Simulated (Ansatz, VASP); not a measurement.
Two plane-wave programs on Cd5B3ClO9

File POSCAR:

```
Cd5B3ClO9
1.0
    4.0860000000     -8.0305000000      0.0000000000
    4.0860000000      8.0305000000      0.0000000000
   -0.5610688069      0.0000000000      3.4284942182
Cd B Cl O
5 3 1 9
Direct
    0.9903735382      0.7342268925      0.5663853733
    0.7342268925      0.9903735382      0.5663853733
    0.3113920906      0.6630049340      0.9123212647
    0.6630049340      0.3113920906      0.9123212647
    0.2871760360      0.2871760360      0.3101155091
    0.6210621312      0.6210621312      0.9737874750
    0.9720919015      0.3689032533      0.3370023348
    0.3689032533      0.9720919015      0.3370023348
    0.0491785822      0.0491785822      0.7116196685
    0.7760194747      0.6235675177      0.0194630622
    0.6235675177      0.7760194747      0.0194630622
    0.4501900285      0.4501900285      0.8743426839
    0.1619040572      0.4552965307      0.3466027451
    0.4552965307      0.1619040572      0.3466027451
    0.1965731704      0.8359475676      0.1252643938
    0.8359475676      0.1965731704      0.1252643938
    0.9120870824      0.4534452110      0.5552081578
    0.4534452110      0.9120870824      0.5552081578
```

INCAR.step1

```
  PREC = Accurate
  ENCUT = 520
  ISMEAR = -1
  SIGMA = 0.02
  LREAL = Auto
  LASPH = T
  NELM = 100
  NBANDS = 80
  GGA = PE
  ALGO = Normal
  EDIFF = 1E-4
  LWAVE = T
  LCHARG = F
```

The input INCAR.step2:

```
  PREC = Accurate
  ENCUT = 520
  EDIFF = 1E-8
  ISMEAR = -1
  SIGMA = 0.02
  LREAL = Auto
  LASPH = T
  NELM = 100
  ALGO = Normal
  ISIF = 2
  LWAVE = F
  LCHARG = F
  METAGGA = R2SCAN
  LMIXTAU = T
  LEFG = T
  NBANDS = 80
  ISTART = 1
```

The input KPOINTS:

```
Automatic mesh
0
Gamma
  4 4 7
```

Input for Ansatz:

```yaml
crystal:
  lattice:
    - [4.086, -8.0305, 0.0]
    - [4.086, 8.0305, 0.0]
    - [-0.5610688069, 0.0, 3.4284942182]
  atoms:
    - { symbol: Cd, position: [0.9903735382, 0.7342268925, 0.5663853733] }
    - { symbol: Cd, position: [0.7342268925, 0.9903735382, 0.5663853733] }
    - { symbol: Cd, position: [0.3113920906, 0.663004934, 0.9123212647] }
    - { symbol: Cd, position: [0.663004934, 0.3113920906, 0.9123212647] }
    - { symbol: Cd, position: [0.287176036, 0.287176036, 0.3101155091] }
    - { symbol: B, position: [0.6210621312, 0.6210621312, 0.973787475] }
    - { symbol: B, position: [0.9720919015, 0.3689032533, 0.3370023348] }
    - { symbol: B, position: [0.3689032533, 0.9720919015, 0.3370023348] }
    - { symbol: Cl, position: [0.0491785822, 0.0491785822, 0.7116196685] }
    - { symbol: O, position: [0.7760194747, 0.6235675177, 0.0194630622] }
    - { symbol: O, position: [0.6235675177, 0.7760194747, 0.0194630622] }
    - { symbol: O, position: [0.4501900285, 0.4501900285, 0.8743426839] }
    - { symbol: O, position: [0.1619040572, 0.4552965307, 0.3466027451] }
    - { symbol: O, position: [0.4552965307, 0.1619040572, 0.3466027451] }
    - { symbol: O, position: [0.1965731704, 0.8359475676, 0.1252643938] }
    - { symbol: O, position: [0.8359475676, 0.1965731704, 0.1252643938] }
    - { symbol: O, position: [0.9120870824, 0.453445211, 0.5552081578] }
    - { symbol: O, position: [0.453445211, 0.9120870824, 0.5552081578] }
kpoints:
  mp_grid: { grid: [4, 4, 7] }
scf:
  occupations: { method: fermi_dirac, width: 0.02 }
hamiltonian:
  xc: r2scan
  pseudopotentials: { kind: paw }
output:
  forces: true
  stress: true
  populations: true
  efg:
    quadrupole_moments_barn: { B: 0.04059, Cl: -0.08112, O: -0.02558 }
    contact_densities: true
  write_density: true
  write_potential: true
  elf: true
  volumetric_format: npy
```

Alike in both runs: task electric field gradients; functional r2SCAN; k mesh 4 × 4 × 7; occupations fermi-dirac, width 0.02 eV; no spin polarisation.

```csv
,VASP,Ansatz
version,VASP 6.6.1,Ansatz 0.2.0
potentials or method,"VASP PAW PBE potentials, release 64 (Cd, B, Cl, O)","plane-wave PAW, scalar-relativistic"
plane-wave cutoff (eV),520,500
valence electrons in the cell,130,170
```

```csv
,VASP,Ansatz,Ansatz less VASP
gap on the k mesh at the Fermi level (eV),2.48,2.50,+0.016
pressure (GPa),1.7,0.5,-1.20
"traceless stress, the component that is largest in VASP (GPa)",-0.48,-0.48,+0.008
rms of the force components (eV/Å),0.073,0.086,+0.0126
size of Vzz on the site where it differs most (V/Å²),35.8,27.6,-8.23
```

VASP's potentials were made for PBE, not for r2SCAN. Atom by atom the forces differ by 0.024 eV/Å (rms over components). One of these differences is far larger than is usual between the two programs; its cause wasn't traced. With one functional, cell and mesh, what is left measures potentials, basis and numerics. VASP's potentials hold 130 valence electrons a cell and Ansatz's 170, so a difference there can come from the potentials and not from the codes.
